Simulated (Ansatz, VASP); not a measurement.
Two plane-wave programs on NaY3

```
Y Na
1.0
    -2.45175    2.45175    5.53936
     2.45175   -2.45175    5.53936
     2.45175    2.45175   -5.53936
Y Na
3 1
Direct
  0.50000 0.50000 0.00000
  0.25000 0.75000 0.50000
  0.75000 0.25000 0.50000
  0.00000 0.00000 0.00000
```

Alike in both runs: task single point; functional PBE; k mesh 8 × 8 × 8; occupations fermi-dirac, width 0.05 eV; no spin polarisation.

```csv
,VASP,Ansatz
version,VASP 6.6.1,Ansatz 0.2.0
potentials or method,"VASP PAW PBE potentials, release 64 (Y_sv, Na_pv)",Ansatz PAW
plane-wave cutoff (eV),520,420
valence electrons in the cell,40,42
```

VASP gave:

| Property | Result |
| --- | --- |
| gap on the k mesh at the Fermi level (eV) | none |
| pressure (GPa) | -0.8 |
| traceless stress, the component that is largest in VASP (GPa) | -0.33 |

Problem. Which values does Ansatz return?

Solution. gap on the k mesh at the Fermi level (eV): none; pressure (GPa): -0.7; traceless stress, the component that is largest in VASP (GPa): -0.31.

A gap of «none» marks a metal or a gap that the smearing closes. With one functional, cell and mesh, what is left measures potentials, basis and numerics. VASP's potentials hold 40 valence electrons a cell and Ansatz's 42, so a difference there can come from the potentials and not from the codes.
